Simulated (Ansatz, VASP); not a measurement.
## Pb in VASP and in Ansatz

```
Pb
1.0
     3.01821   -1.73857    0.00000
     3.01821    1.73857    0.00000
    -2.10126    0.00000    6.05432
Pb
2
Direct
  0.90851 0.90851 0.72629
  0.09149 0.09149 0.27371
```

Alike in both runs: task single point; functional LDA; k mesh 9 × 9 × 5; occupations fermi-dirac, width 0.05 eV; no spin polarisation.

|  | VASP | Ansatz |
| --- | --- | --- |
| version | VASP 6.6.1 | Ansatz 0.2.0 |
| potentials or method | VASP PAW LDA potentials, release 64 (Pb_d) | Ansatz PAW |
| plane-wave cutoff (eV) | 520 | 420 |
| valence electrons in the cell | 28 | 28 |

VASP gave:

```
gap on the k mesh at the Fermi level (eV)                     : none
pressure (GPa)                                                : -2.4
traceless stress, the component that is largest in VASP (GPa) : -0.08
rms of the force components (eV/Å)                            : 0.079
```

Task: Which values does Ansatz return?

Result: gap on the k mesh at the Fermi level (eV): none; pressure (GPa): -2.5; traceless stress, the component that is largest in VASP (GPa): -0.08; rms of the force components (eV/Å): 0.083.

LDA's correlation is that of Perdew and Zunger in VASP and of Perdew and Wang (1992) in Ansatz. Atom by atom the forces differ by 0.004 eV/Å (rms over components). A gap of «none» marks a metal or a gap that the smearing closes.

Spin-orbit coupling is off throughout.
